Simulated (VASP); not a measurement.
# ZnS (I-4m2) in VASP: notebook

The runs below take ZnS through single point, with r2SCAN.

All numbers are computed with VASP 6.6.1; they aren't measurements. Logs are shortened: lines on timing, memory, paths and dates and some standing lists are left out, and cuts for length are marked.

## 1. The cell of the first run

Symmetry: I-4m2, No. 119, tetragonal system. The conventional cell has a = 4.038 Å, b = 4.038 Å, c = 4.854 Å, α = 90.00°, β = 90.00°, γ = 90.00°. Within 3.1 Å of Zn (site symmetry -4m2) lie 4 S at 2.36 Å. Within 3.1 Å of S (site symmetry -4m2) lie 4 Zn at 2.36 Å.

## 2. Single point, r2SCAN

The input, POSCAR:

```
ZnS
1.0
    0.0000000000      2.8552102708      2.4269287302
    2.8552102708      0.0000000000      2.4269287302
    2.8552102708      2.8552102708      0.0000000000
Zn S
1 1
Direct
    0.0000000000      0.0000000000      0.0000000000
    0.7500000000      0.7500000000      0.7500000000
```

The input, INCAR.step1:

```
PREC = Accurate ; ENCUT = 520
ISMEAR = 0 ; SIGMA = 0.05
LREAL = F ; LASPH = T
NELM = 100 ; NBANDS = 16
GGA = PE ; ALGO = Normal
EDIFF = 1E-4 ; LWAVE = T
LCHARG = F
```

The input, INCAR.step2:

```
PREC = Accurate ; ENCUT = 520
EDIFF = 1E-6 ; ISMEAR = 0
SIGMA = 0.05 ; LREAL = F
LASPH = T ; NELM = 100
ALGO = Normal ; ISIF = 2
LWAVE = F ; LCHARG = F
METAGGA = R2SCAN ; LMIXTAU = T
NBANDS = 16 ; ISTART = 1
```

The input, KPOINTS:

```
regular mesh
0
Gamma
  8 8 8
```

Potentials or basis: VASP PAW PBE potentials, release 64 (Zn, S).

On the command line:

```
$ cat potpaw_PBE.64/Zn/POTCAR potpaw_PBE.64/S/POTCAR > POTCAR
$ cp INCAR.step1 INCAR
$ mpirun -np 1 vasp_std > vasp.out
$ cp INCAR.step2 INCAR
$ mpirun -np 1 vasp_std > vasp.out
```

OUTCAR:

```text
PREC = Accurate
   ENCUT = 520
   EDIFF = 1E-6
   ISMEAR = 0
   LREAL = F
   LASPH = T
   NELM = 100
   ISIF = 2
   METAGGA = R2SCAN
   ISTART = 1

 ion  position               nearest neighbor table
   1  0.000  0.000  0.000-   2 2.36   2 2.36   2 2.36   2 2.36
   2  0.750  0.750  0.750-   1 2.36   1 2.36   1 2.36   1 2.36

  LATTYP: Found a body centered tetragonal cell.
 ALAT       =     4.0378770884
 C/A-ratio  =     1.2020815280

  Lattice vectors:

 A1 = (   0.0000000000,  -2.8552102708,  -2.4269287302)
 A2 = (   0.0000000000,   2.8552102708,  -2.4269287302)
 A3 = (   2.8552102708,   0.0000000000,   2.4269287302)

Analysis of symmetry for initial positions (statically):
=====================================================================
 Subroutine PRICEL returns:
 Original cell was already a primitive cell.

 Routine SETGRP: Setting up the symmetry group for a
 body centered tetragonal supercell.

 Subroutine GETGRP returns: Found  8 space group operations
 (whereof  8 operations were pure point group operations)
 out of a pool of 16 trial point group operations.

The static configuration has the point symmetry D_2d.

Analysis of symmetry for dynamics (positions and initial velocities):
=====================================================================
 Subroutine PRICEL returns:
 Original cell was already a primitive cell.

 Routine SETGRP: Setting up the symmetry group for a
 body centered tetragonal supercell.

 Subroutine GETGRP returns: Found  8 space group operations
 (whereof  8 operations were pure point group operations)
 out of a pool of 16 trial point group operations.

The dynamic configuration has the point symmetry D_2d.

 Subroutine INISYM returns: Found  8 space group operations
 (whereof  8 operations are pure point group operations),
 and found     1 'primitive' translations

----------------------------------------------------------------------------------------

                                     Primitive cell

  volume of cell :      39.5697

  direct lattice vectors                    reciprocal lattice vectors
     0.000000000  2.855210271  2.426928730    -0.175118451  0.175118451  0.206021707
     2.855210271  0.000000000  2.426928730     0.175118451 -0.175118451  0.206021707
     2.855210271  2.855210271  0.000000000     0.175118451  0.175118451 -0.206021707

  length of vectors
     3.747293524  3.747293524  4.037877088     0.322145755  0.322145755  0.322145755

  position of ions in fractional coordinates (direct lattice)
     0.000000000  0.000000000  0.000000000
     0.750000000  0.750000000  0.750000000

  ion indices of the primitive-cell ions
   primitive index   ion index
                 1           1
                 2           2

----------------------------------------------------------------------------------------

 KPOINTS: regular mesh

Automatic generation of k-mesh.
 Grid dimensions read from file:
 generate k-points for:    8    8    8

 Generating k-lattice:

  Cartesian coordinates                     Fractional coordinates (reciprocal lattice)
    -0.021889806  0.021889806  0.025752713     0.125000000  0.000000000  0.000000000
     0.021889806 -0.021889806  0.025752713     0.000000000  0.125000000  0.000000000
     0.021889806  0.021889806 -0.025752713     0.000000000  0.000000000  0.125000000

  Length of vectors
     0.040268219  0.040268219  0.040268219

  Shift w.r.t. Gamma in fractional coordinates (k-lattice)
     0.000000000  0.000000000  0.000000000

 Subroutine IBZKPT returns following result:
 ===========================================

 Found     59 irreducible k-points:

 Following reciprocal coordinates:
            Coordinates               Weight
  0.000000  0.000000  0.000000      1.000000
  0.125000  0.000000  0.000000      8.000000
  0.250000  0.000000  0.000000      8.000000
  0.375000  0.000000  0.000000      8.000000
  0.500000  0.000000  0.000000      4.000000
  0.125000  0.125000  0.000000      2.000000
[... 16 lines left out ...]
  0.250000  0.000000  0.125000     16.000000
  0.375000  0.000000  0.125000     16.000000
 [... further k-points ...]
   k-points           NKPTS =     59   k-points in BZ     NKDIM =     59   number of bands    NBANDS=     16
   number of dos      NEDOS =    301   number of ions     NIONS =      2
   total plane-waves  NPLWV =  23520
   dimension x,y,z NGX =    28 NGY =   28 NGZ =   30
   dimension x,y,z NGXF=    56 NGYF=   56 NGZF=   60
   ions per type =               1   1
   NGX,Y,Z   is equivalent  to a cutoff of  12.42, 12.42, 12.35 a.u.
   NGXF,Y,Z  is equivalent  to a cutoff of  24.84, 24.84, 24.70 a.u.
 SYSTEM =  unknown system
   PREC   = accura    normal or accurate (medium, high low for compatibility)
   ISTART =      1    job   : 0-new  1-cont  2-samecut
   ICHARG =      0    charge: 1-file 2-atom 10-const
   ISPIN  =      1    spin polarized calculation?
   LNONCOLLINEAR =      F non collinear calculations
   LSORBIT =      F    spin-orbit coupling
   LASPH  =      T    aspherical Exc in radial PAW
   ENCUT  =  520.0 eV  38.22 Ry    6.18 a.u.   6.97  6.97  7.51*2*pi/ulx,y,z
   NELM   =    100;   NELMIN=  2; NELMDL=  0     # of ELM steps
   EDIFF  = 0.1E-05   stopping-criterion for ELM
   LREAL  =      F    real-space projection
   EDIFFG = 0.1E-04   stopping-criterion for IOM
   NSW    =      0    number of steps for IOM
   IBRION =     -1    ionic relax: 0-MD 1-quasi-New 2-CG
   NFREE  =      0    steps in history (QN), initial steepest desc. (CG)
   ISIF   =      2    stress and relaxation
   ISYM   =      2    0-nonsym 1-usesym 2-fastsym
   POTIM  = 0.5000    time-step for ionic-motion
   TEBEG  =    0.0;   TEEND  =   0.0 temperature during run
   PSTRESS=    0.0 pullay stress
   NELECT =      18.0000    total number of electrons
   NUPDOWN=      -1.0000    fix difference up-down
   EMIN   =  10.00;   EMAX   =-10.00  energy-range for DOS
   EFERMI =   0.00;   METHOD = LEGACY
   ISMEAR =     0;   SIGMA  =   0.05  broadening in eV -4-tet -1-fermi 0-gaus
   EFERMI_NEDOS =   21; number of points for ismear=-14 and -15
   IALGO  =     38    algorithm
   IMIX   =      4    mixing-type and parameters
     AMIX     =   0.40;   BMIX     =  1.00
     AMIX_MAG =   1.60;   BMIX_MAG =  1.00
  volume/ion in A,a.u.               =      19.78       133.51
  Fermi-wavevector in a.u.,A,eV,Ry     =   1.259055  2.379268 21.568210  1.585219
  Thomas-Fermi vector in A             =   2.392634
   LORBIT       =      0    0 simple, 1 ext, 2 COOP (PROOUT), +10 PAW based schemes
   METAGGA = R2SCAN    functional components
   LHFCALC =     F    Hartree Fock is set to
   AEXX    =    0.0000 exact exchange contribution
   IVDW    =     0    specifies the selected vdW correction
   LEPSILON=     F    determine dielectric tensor
   LRPA    =     F    only Hartree local field effects (RPA)
 non-spin polarized calculation
 Gauss-broadening in eV      SIGMA  =   0.05
  energy-cutoff  :      520.00
  volume of cell :       39.57
 maximum number of plane-waves:      1090
   NGX = 13   NGY = 13   NGZ = 15

 number of electron      18.0000015 magnetization

 Free energy of the ion-electron system (eV)
  ---------------------------------------------------
  ext. energy  EPLUGINS =         0.00000000
  ---------------------------------------------------
  free energy    TOTEN  =       -18.78767417 eV

  energy without entropy =      -18.78767417  energy(sigma->0) =      -18.78767417

 E-fermi :   2.2825     XC(G=0): -10.2848

 val. band max:        2.0502563143   @ k =   0.0000   0.0000   0.0000
 cond. band min:       4.3782589329   @ k =   0.0000   0.0000   0.0000
 fundamental gap:      2.3280026186
 Fermi energy:         2.2824695065

 k-point     1 :       0.0000    0.0000    0.0000
  band No.  band energies     occupation
      1     -11.7982      2.00000
      2      -4.6732      2.00000
      3      -4.6731      2.00000
      4      -4.6026      2.00000
      5      -4.1712      2.00000
      6      -4.1374      2.00000
[... 8 lines left out ...]
     15      13.9866      0.00000
     16      14.9232      0.00000

 k-point     2 :       0.1250    0.0000    0.0000
  band No.  band energies     occupation
      1     -11.6771      2.00000
      2      -4.6696      2.00000
      3      -4.6574      2.00000
      4      -4.5829      2.00000
      5      -4.1671      2.00000
      6      -4.1415      2.00000
[... 8 lines left out ...]
     15      13.5505      0.00000
     16      15.4129      0.00000

 k-point     3 :       0.2500    0.0000    0.0000
  band No.  band energies     occupation
      1     -11.3612      2.00000
      2      -4.6349      2.00000
      3      -4.6263      2.00000
      4      -4.5213      2.00000
      5      -4.1469      2.00000
      6      -4.1468      2.00000
[... 8 lines left out ...]
     15      13.1096      0.00000
     16      15.7011      0.00000

 k-point     4 :       0.3750    0.0000    0.0000
  band No.  band energies     occupation
      1     -11.0031      2.00000
      2      -4.6066      2.00000
      3      -4.5294      2.00000
      4      -4.3834      2.00000
      5      -4.1343      2.00000
      6      -4.1092      2.00000
[... 8 lines left out ...]
     15      14.9167      0.00000
     16      15.2921      0.00000
[... 324 lines left out ...]
 k-point    22 :       0.1250    0.0000    0.1250
  band No.  band energies     occupation
      1     -11.6518      2.00000
      2      -4.6873      2.00000
      3      -4.6447      2.00000
      4      -4.5535      2.00000
      5      -4.1797      2.00000
      6      -4.1367      2.00000
[... 8 lines left out ...]
     15      13.8734      0.00000
     16      15.6307      0.00000

 k-point    23 :       0.2500    0.0000    0.1250
  band No.  band energies     occupation
      1     -11.4115      2.00000
      2      -4.6758      2.00000
      3      -4.6091      2.00000
      4      -4.4960      2.00000
      5      -4.1841      2.00000
      6      -4.1305      2.00000
[... 8 lines left out ...]
     15      13.8537      0.00000
     16      16.5962      0.00000

 k-point    24 :       0.3750    0.0000    0.1250
  band No.  band energies     occupation
      1     -11.0637      2.00000
      2      -4.6156      2.00000
      3      -4.5393      2.00000
      4      -4.4147      2.00000
      5      -4.1702      2.00000
      6      -4.1089      2.00000
[... 8 lines left out ...]
     15      14.4521      0.00000
     16      16.3353      0.00000

 [... further k-points ...]

------------------------ aborting loop because EDIFF is reached ----------------------------------------

  FORCE on cell =-STRESS in cart. coord.  units (eV):
  Direction    XX          YY          ZZ          XY          YZ          ZX
  --------------------------------------------------------------------------------------
  -------------------------------------------------------------------------------------
  Total       -0.7901423     -0.7901423      0.4841937      0.0000000      0.0000000      0.0000000
  in kB      -31.9928334    -31.9928334     19.6049858      0.0000000      0.0000000      0.0000000
  external PRESSURE =     -14.7935603 kB  Pullay stress =       0.0000000 kB

 VOLUME and BASIS-vectors are now :
 -----------------------------------------------------------------------------
  energy-cutoff  :      520.00
  volume of cell :       39.57
      direct lattice vectors                 reciprocal lattice vectors
     0.000000000  2.855210271  2.426928730    -0.175118451  0.175118451  0.206021707
     2.855210271  0.000000000  2.426928730     0.175118451 -0.175118451  0.206021707
     2.855210271  2.855210271  0.000000000     0.175118451  0.175118451 -0.206021707

 POSITION                                       TOTAL-FORCE (eV/Angst)
 -----------------------------------------------------------------------------------
      0.00000      0.00000      0.00000        -0.000000     -0.000000      0.000000
      4.28282      4.28282      3.64039         0.000000      0.000000     -0.000000
 -----------------------------------------------------------------------------------
    total drift:                               -0.000428     -0.000428     -0.001356

  FREE ENERGIE OF THE ION-ELECTRON SYSTEM (eV)
  ---------------------------------------------------
  free  energy   TOTEN  =       -18.7876741736 eV

  energy  without entropy=      -18.7876741736  energy(sigma->0) =      -18.78767417
```

Wall time 58 s (1 thread of Intel Xeon 6975P-C (Granite Rapids), shared host); peak memory 0.18 GiB.

Results:

* Free energy: -18.7877 eV
* Pressure: -1.5 GPa
* Band gap on the k mesh: 2.33 eV, direct

Caveat: the PAW data sets were made with another functional, which shifts forces and pressure a little.

[end of part 1 of 2]
